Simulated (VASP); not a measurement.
# SiC (P6_3mc) in VASP: notebook

The runs below take SiC through single point, with PBE.

All numbers are computed with VASP 6.6.1; they aren't measurements. Logs are shortened: lines on timing, memory, paths and dates and some standing lists are left out, and cuts for length are marked.

## (1) The cell of the first run

It takes space group P6_3mc (No. 186, hexagonal). The conventional cell has a = 3.096 Å, b = 3.096 Å, c = 5.081 Å, α = 90.00°, β = 90.00°, γ = 120.00°. Si (site symmetry 3m) has 4 C at 1.88 to 1.96 Å within 2.5 Å. C (site symmetry 3m) has 4 Si at 1.88 to 1.96 Å within 2.5 Å.

## (2) Single point, PBE (volume scaled by 1.02)

INCAR

```
SYSTEM = SiC
ALGO = Normal ; EDIFF = 1E-6
ENCUT = 520 ; GGA = PE
ISIF = 2 ; ISMEAR = -1
LASPH = .TRUE. ; LCHARG = .FALSE.
LREAL = .FALSE. ; LWAVE = .FALSE.
NBANDS = 16 ; NELM = 60
PREC = Accurate ; SIGMA = 0.08
```

KPOINTS

```
k-points
0
G
  15 15 8
  0 0 0
```

POSCAR

```
SiC
1.0
    3.0963696491      0.0000000000      0.0000000000
   -1.5481848246      2.6815347757      0.0000000000
    0.0000000000      0.0000000000      5.0814314379
Si C
2 2
Direct
    0.3333333333      0.6666666667      0.0000000000
    0.6666666667      0.3333333333      0.5000000000
    0.3333333333      0.6666666667      0.3850000000
    0.6666666667      0.3333333333      0.8850000000
```

Potentials or basis: VASP PAW PBE potentials, release 64 (Si, C).

Launch:

```sh
$ cat potpaw_PBE.64/Si/POTCAR potpaw_PBE.64/C/POTCAR > POTCAR
$ mpirun -np 1 vasp_std > vasp.out
```

OUTCAR:

```text
SYSTEM = SiC
   EDIFF = 1E-6
   ENCUT = 520
   GGA = PE
   ISIF = 2
   ISMEAR = -1
   LASPH = .TRUE.
   LREAL = .FALSE.
   NELM = 60
   PREC = Accurate

 ion  position               nearest neighbor table
   1  0.333  0.667  0.000-   4 1.88   4 1.88   4 1.88   3 1.96   2 3.11   2 3.11   2 3.11   2 3.11
                             2 3.11   2 3.11
   2  0.667  0.333  0.500-   3 1.88   3 1.88   3 1.88   4 1.96   1 3.11   1 3.11   1 3.11   1 3.11
                             1 3.11   1 3.11
   3  0.333  0.667  0.385-   2 1.88   2 1.88   2 1.88   1 1.96
   4  0.667  0.333  0.885-   1 1.88   1 1.88   1 1.88   2 1.96

  LATTYP: Found a hexagonal cell.
 ALAT       =     3.0963696491
 C/A-ratio  =     1.6410932846

  Lattice vectors:

 A1 = (   3.0963696491,   0.0000000000,   0.0000000000)
 A2 = (  -1.5481848246,   2.6815347757,   0.0000000000)
 A3 = (   0.0000000000,   0.0000000000,   5.0814314379)

Analysis of symmetry for initial positions (statically):
=====================================================================
 Subroutine PRICEL returns:
 Original cell was already a primitive cell.

 Routine SETGRP: Setting up the symmetry group for a
 hexagonal supercell.

 Subroutine GETGRP returns: Found 12 space group operations
 (whereof  6 operations were pure point group operations)
 out of a pool of 24 trial point group operations.

The static configuration has the point symmetry C_3v.
 The point group associated with its full space group is C_6v.

Analysis of symmetry for dynamics (positions and initial velocities):
=====================================================================
 Subroutine PRICEL returns:
 Original cell was already a primitive cell.

 Routine SETGRP: Setting up the symmetry group for a
 hexagonal supercell.

 Subroutine GETGRP returns: Found 12 space group operations
 (whereof  6 operations were pure point group operations)
 out of a pool of 24 trial point group operations.

The dynamic configuration has the point symmetry C_3v.
 The point group associated with its full space group is C_6v.

 Subroutine INISYM returns: Found 12 space group operations
 (whereof  6 operations are pure point group operations),
 and found     1 'primitive' translations

----------------------------------------------------------------------------------------

                                     Primitive cell

  volume of cell :      42.1912

  direct lattice vectors                    reciprocal lattice vectors
     3.096369649  0.000000000  0.000000000     0.322958856  0.186460383  0.000000000
    -1.548184825  2.681534776  0.000000000     0.000000000  0.372920765  0.000000000
     0.000000000  0.000000000  5.081431438     0.000000000  0.000000000  0.196794941

  length of vectors
     3.096369649  3.096369649  5.081431438     0.372920765  0.372920765  0.196794941

  position of ions in fractional coordinates (direct lattice)
     0.333333333  0.666666667  0.000000000
     0.666666667  0.333333333  0.500000000
     0.333333333  0.666666667  0.385000000
     0.666666667  0.333333333  0.885000000

  ion indices of the primitive-cell ions
   primitive index   ion index
                 1           1
                 2           2
                 3           3
                 4           4

----------------------------------------------------------------------------------------

 KPOINTS: k-points

Automatic generation of k-mesh.
 Grid dimensions read from file:
 generate k-points for:   15   15    8

 Generating k-lattice:

  Cartesian coordinates                     Fractional coordinates (reciprocal lattice)
     0.021530590  0.012430692  0.000000000     0.066666667 -0.000000000  0.000000000
     0.000000000  0.024861384  0.000000000     0.000000000  0.066666667  0.000000000
     0.000000000  0.000000000  0.024599368     0.000000000  0.000000000  0.125000000

  Length of vectors
     0.024861384  0.024861384  0.024599368

  Shift w.r.t. Gamma in fractional coordinates (k-lattice)
     0.000000000  0.000000000  0.000000000

 Subroutine IBZKPT returns following result:
 ===========================================

 Found    135 irreducible k-points:

 Following reciprocal coordinates:
            Coordinates               Weight
  0.000000  0.000000  0.000000      1.000000
  0.066667  0.000000  0.000000      6.000000
  0.133333  0.000000  0.000000      6.000000
  0.200000  0.000000  0.000000      6.000000
  0.266667  0.000000  0.000000      6.000000
  0.333333  0.000000  0.000000      6.000000
[... 16 lines left out ...]
  0.333333  0.200000  0.000000     12.000000
  0.400000  0.200000  0.000000      6.000000
 [... further k-points ...]
   k-points           NKPTS =    135   k-points in BZ     NKDIM =    135   number of bands    NBANDS=     16
   number of dos      NEDOS =    301   number of ions     NIONS =      4
   total plane-waves  NPLWV =  23040
   dimension x,y,z NGX =    24 NGY =   24 NGZ =   40
   dimension x,y,z NGXF=    48 NGYF=   48 NGZF=   80
   ions per type =               2   2
   NGX,Y,Z   is equivalent  to a cutoff of  12.89, 12.89, 13.09 a.u.
   NGXF,Y,Z  is equivalent  to a cutoff of  25.77, 25.77, 26.17 a.u.
 SYSTEM =  SiC
   PREC   = accura    normal or accurate (medium, high low for compatibility)
   ISTART =      0    job   : 0-new  1-cont  2-samecut
   ICHARG =      2    charge: 1-file 2-atom 10-const
   ISPIN  =      1    spin polarized calculation?
   LNONCOLLINEAR =      F non collinear calculations
   LSORBIT =      F    spin-orbit coupling
   LASPH  =      T    aspherical Exc in radial PAW
   ENCUT  =  520.0 eV  38.22 Ry    6.18 a.u.   5.76  5.76  9.45*2*pi/ulx,y,z
   NELM   =     60;   NELMIN=  2; NELMDL= -5     # of ELM steps
   EDIFF  = 0.1E-05   stopping-criterion for ELM
   LREAL  =      F    real-space projection
   EDIFFG = 0.1E-04   stopping-criterion for IOM
   NSW    =      0    number of steps for IOM
   IBRION =     -1    ionic relax: 0-MD 1-quasi-New 2-CG
   NFREE  =      0    steps in history (QN), initial steepest desc. (CG)
   ISIF   =      2    stress and relaxation
   ISYM   =      2    0-nonsym 1-usesym 2-fastsym
   POTIM  = 0.5000    time-step for ionic-motion
   TEBEG  =    0.0;   TEEND  =   0.0 temperature during run
   PSTRESS=    0.0 pullay stress
   NELECT =      16.0000    total number of electrons
   NUPDOWN=      -1.0000    fix difference up-down
   EMIN   =  10.00;   EMAX   =-10.00  energy-range for DOS
   EFERMI =   0.00;   METHOD = LEGACY
   ISMEAR =    -1;   SIGMA  =   0.08  broadening in eV -4-tet -1-fermi 0-gaus
   EFERMI_NEDOS =   21; number of points for ismear=-14 and -15
   IALGO  =     38    algorithm
   IMIX   =      4    mixing-type and parameters
     AMIX     =   0.40;   BMIX     =  1.00
     AMIX_MAG =   1.60;   BMIX_MAG =  1.00
  volume/ion in A,a.u.               =      10.55        71.18
  Fermi-wavevector in a.u.,A,eV,Ry     =   1.184970  2.239269 19.104677  1.404154
  Thomas-Fermi vector in A             =   2.321173
   LORBIT       =      0    0 simple, 1 ext, 2 COOP (PROOUT), +10 PAW based schemes
   GGA     = PE    functional components
   LHFCALC =     F    Hartree Fock is set to
   AEXX    =    0.0000 exact exchange contribution
   IVDW    =     0    specifies the selected vdW correction
   LEPSILON=     F    determine dielectric tensor
   LRPA    =     F    only Hartree local field effects (RPA)
 non-spin polarized calculation
  energy-cutoff  :      520.00
  volume of cell :       42.19
 maximum number of plane-waves:      1170
 NGX is ok and might be reduce to    24
   NGX = 11   NGY = 11   NGZ = 19

 number of electron      16.0000001 magnetization

 Free energy of the ion-electron system (eV)
  ---------------------------------------------------
  ext. energy  EPLUGINS =         0.00000000
  ---------------------------------------------------
  free energy    TOTEN  =       -30.07498399 eV

  energy without entropy =      -30.07498398  energy(sigma->0) =      -30.07498399

 E-fermi :   9.3856     XC(G=0): -11.2624

 val. band max:        8.1872255652   @ k =   0.0000   0.0000   0.0000
 cond. band min:      10.5453132756   @ k =   0.3333   0.3333   0.0000
 fundamental gap:      2.3580877104
 Fermi energy:         9.3855593195

 k-point     1 :       0.0000    0.0000    0.0000
  band No.  band energies     occupation
      1      -7.3811      2.00000
      2      -3.9537      2.00000
      3      -0.3894      2.00000
      4       6.6403      2.00000
      5       6.6403      2.00000
      6       7.9102      2.00000
[... 8 lines left out ...]
     15      16.7529      0.00000
     16      19.3670      0.00000

 k-point     2 :       0.0667    0.0000    0.0000
  band No.  band energies     occupation
      1      -7.3050      2.00000
      2      -3.8881      2.00000
      3      -0.3190      2.00000
      4       6.1934      2.00000
      5       6.5060      2.00000
      6       7.6138      2.00000
[... 8 lines left out ...]
     15      16.9568      0.00000
     16      18.6831      0.00000

 k-point     3 :       0.1333    0.0000    0.0000
  band No.  band energies     occupation
      1      -7.0780      2.00000
      2      -3.6946      2.00000
      3      -0.1116      2.00000
      4       5.1345      2.00000
      5       6.1737      2.00000
      6       6.8414      2.00000
[... 8 lines left out ...]
     15      17.4768      0.00000
     16      17.7425      0.00000

 k-point     4 :       0.2000    0.0000    0.0000
  band No.  band energies     occupation
      1      -6.7042      2.00000
      2      -3.3854      2.00000
      3       0.2178      2.00000
      4       3.8573      2.00000
      5       5.7664      2.00000
      6       5.8130      2.00000
[... 8 lines left out ...]
     15      17.4598      0.00000
     16      18.0801      0.00000

 k-point     5 :       0.2667    0.0000    0.0000
  band No.  band energies     occupation
      1      -6.1922      2.00000
      2      -2.9903      2.00000
      3       0.6121      2.00000
      4       2.6289      2.00000
      5       4.6906      2.00000
      6       5.3736      2.00000
[... 8 lines left out ...]
     15      18.0026      0.00000
     16      18.8971      0.00000

 k-point     6 :       0.3333    0.0000    0.0000
  band No.  band energies     occupation
      1      -5.5602      2.00000
      2      -2.5889      2.00000
      3       0.7301      2.00000
      4       1.9323      2.00000
      5       3.5793      2.00000
      6       5.0477      2.00000
[... 8 lines left out ...]
     15      18.7009      0.00000
     16      19.7607      0.00000
[... 267 lines left out ...]
 k-point    21 :       0.2000    0.2000    0.0000
  band No.  band energies     occupation
      1      -5.4159      2.00000
      2      -2.4888      2.00000
      3       0.9586      2.00000
      4       2.3336      2.00000
      5       3.0740      2.00000
      6       4.3527      2.00000
[... 8 lines left out ...]
     15      18.6943      0.00000
     16      18.9105      0.00000

 k-point    22 :       0.2667    0.2000    0.0000
  band No.  band energies     occupation
      1      -4.7572      2.00000
      2      -2.2621      2.00000
      3       0.8126      2.00000
      4       2.3281      2.00000
      5       2.6466      2.00000
      6       3.5647      2.00000
[... 8 lines left out ...]
     15      18.3417      0.00000
     16      19.5618      0.00000

 k-point    23 :       0.3333    0.2000    0.0000
  band No.  band energies     occupation
      1      -4.0715      2.00000
      2      -2.3607      2.00000
      3       0.6971      2.00000
      4       2.0243      2.00000
      5       2.7634      2.00000
      6       3.1919      2.00000
[... 8 lines left out ...]
     15      18.8510      0.00000
     16      19.5655      0.00000

 k-point    24 :       0.4000    0.2000    0.0000
  band No.  band energies     occupation
      1      -3.6659      2.00000
      2      -2.5901      2.00000
      3       0.7405      2.00000
      4       1.9144      2.00000
      5       2.4629      2.00000
      6       3.4954      2.00000
[... 8 lines left out ...]
     15      19.0397      0.00000
     16      19.8530      0.00000

 [... further k-points ...]
[... 5 lines left out ...]
  --------------------------------------------------------------------------------------
  -------------------------------------------------------------------------------------
  Total        0.1755235      0.1755235     -0.8895616     -0.0000000      0.0000000      0.0000000
  in kB        6.6653576      6.6653576    -33.7803608     -0.0000000      0.0000000      0.0000000
  external PRESSURE =      -6.8165486 kB  Pullay stress =       0.0000000 kB

 VOLUME and BASIS-vectors are now :
 -----------------------------------------------------------------------------
  energy-cutoff  :      520.00
  volume of cell :       42.19
      direct lattice vectors                 reciprocal lattice vectors
     3.096369649  0.000000000  0.000000000     0.322958856  0.186460383  0.000000000
    -1.548184825  2.681534776  0.000000000     0.000000000  0.372920765  0.000000000
     0.000000000  0.000000000  5.081431438     0.000000000  0.000000000  0.196794941

 POSITION                                       TOTAL-FORCE (eV/Angst)
 -----------------------------------------------------------------------------------
     -0.00000      1.78769      0.00000        -0.000000     -0.000000      0.722504
      1.54818      0.89384      2.54072         0.000000      0.000000      0.722504
     -0.00000      1.78769      1.95635        -0.000000      0.000000     -0.722504
      1.54818      0.89384      4.49707         0.000000     -0.000000     -0.722504
 -----------------------------------------------------------------------------------
    total drift:                               -0.000000      0.000000      0.000402

  FREE ENERGIE OF THE ION-ELECTRON SYSTEM (eV)
  ---------------------------------------------------
  free  energy   TOTEN  =       -30.0749839892 eV

  energy  without entropy=      -30.0749839834  energy(sigma->0) =      -30.07498399
```

Wall time 23 s (1 thread of Intel Xeon 6975P-C (Granite Rapids), shared host); peak memory 0.2 GiB.

Results:

```
Free energy            : -30.0750 eV
Pressure               : -0.7 GPa
Largest force          : 0.723 eV/Å
Band gap on the k mesh : 2.36 eV, indirect (least direct gap 4.05 eV)
```

Forces in eV/Å, atoms in the order of the input:
```
Si   0.000  0.000  0.723
Si   0.000  0.000  0.723
C    0.000  0.000 -0.723
C    0.000  0.000 -0.723
```

Stress tensor (GPa, compression positive):
```
 0.67  0.00  0.00
 0.00  0.67  0.00
 0.00  0.00 -3.38
```

## (3) Single point, PBE (volume scaled by 1.06)

INCAR

```
SYSTEM = SiC
PREC     = Accurate       ! precision mode
ENCUT    = 520            ! plane-wave cutoff, eV
EDIFF    = 1E-6           ! SCF threshold, eV
ISMEAR   = -1             ! smearing method
SIGMA    = 0.08           ! smearing width, eV
LREAL    = .FALSE.        ! projectors in reciprocal space
LASPH    = .TRUE.         ! aspherical terms in the spheres
NELM     = 60             ! most SCF steps
ALGO     = Normal         ! electronic algorithm
ISIF     = 2              ! what is computed and relaxed
LWAVE    = .FALSE.        ! write WAVECAR
LCHARG   = .TRUE.         ! write CHGCAR
GGA      = PE             ! functional
LELF     = .TRUE.         ! ELF
LVHAR    = .TRUE.       
NBANDS   = 16             ! bands
```

KPOINTS

```
Automatic mesh
0
G
  15 15 8
  0 0 0
```

POSCAR

```
SiC
1.0
    3.1363272130      0.0000000000      0.0000000000
   -1.5681636065      2.7161390411      0.0000000000
    0.0000000000      0.0000000000      5.1470055276
Si C
2 2
Direct
    0.3333333333      0.6666666667      0.0000000000
    0.6666666667      0.3333333333      0.5000000000
    0.3333333333      0.6666666667      0.3850000000
    0.6666666667      0.3333333333      0.8850000000
```

Potentials or basis: VASP PAW PBE potentials, release 64 (Si, C).

Launch:

```sh
$ cat potpaw_PBE.64/Si/POTCAR potpaw_PBE.64/C/POTCAR > POTCAR
$ mpirun -np 1 vasp_std > vasp.out
```

It took 25 s on 1 thread of Intel Xeon 6975P-C (Granite Rapids), shared host; peak memory 0.2 GiB.

Results (log left out):

- Free energy: -30.0285 eV
- Pressure: -8.2 GPa
- Largest force: 0.666 eV/Å
- Band gap on the k mesh: 2.43 eV, indirect (least direct gap 3.97 eV)

Forces in eV/Å, atoms in the order of the input:
```
Si   0.000  0.000  0.666
Si   0.000  0.000  0.666
C    0.000  0.000 -0.666
C    0.000  0.000 -0.666
```

Stress tensor (GPa, compression positive):
```
-7.28  0.00  0.00
 0.00 -7.28  0.00
 0.00  0.00 -9.95
```

Levels at points of the mesh, in eV from the valence-band top:
| k point | band 5 | band 6 | band 7 | band 8 | band 9 | band 10 | band 11 | band 12 |
| --- | --- | --- | --- | --- | --- | --- | --- | --- |
| (0.00, 0.00, 0.00) | -1.53 | -0.28 | -0.28 | 0.00 | 4.12 | 5.41 | 6.17 | 6.17 |
| (0.00, 0.00, 0.50) | -0.95 | -0.95 | -0.95 | -0.95 | 5.20 | 5.20 | 6.86 | 6.86 |

 A k mesh can miss the band edges.
